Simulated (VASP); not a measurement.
TaAl4, 10 atoms in the cell. The typed cell holds 10 atoms: a = 5.203 Å, b = 5.250 Å, c = 8.642 Å, α = 90.22°, β = 88.60°, γ = 110.04°. 

```yaml
Program: VASP 6.6.1
Task: relaxation of cell and atoms
Functional: PBE
Potentials_or_basis: VASP PAW PBE potentials, release 64 (Ta_pv, Al)
Cutoff: 600 eV
k_mesh: 4 × 4 × 4
Occupations: gaussian, width 0.2 eV
Spin: no spin polarisation
Dipole_correction: no
Further_INCAR_settings: ALGO = Fast; EDIFF = 1e-06; IBRION = 2; EDIFFG = -0.025; NSW = 80; ISIF = 3
```

Potentials or basis: VASP PAW PBE potentials, release 64 (Ta_pv, Al).

Launch:

```console
$ cat potpaw_PBE.64/Ta_pv/POTCAR potpaw_PBE.64/Al/POTCAR > POTCAR
$ mpirun -np 1 vasp_std > vasp.out
```

Hardware: 1 thread of Intel(R) Xeon(R) 6975P-C (Granite Rapids), on a shared host.

Q: Estimate the wall time of this run.

A: It took 67 min on 1 thread of Intel(R) Xeon(R) 6975P-C (Granite Rapids), on a shared host, peak memory 0.55 GiB. Counts: scf iterations 348, k points 36, ion steps 43.
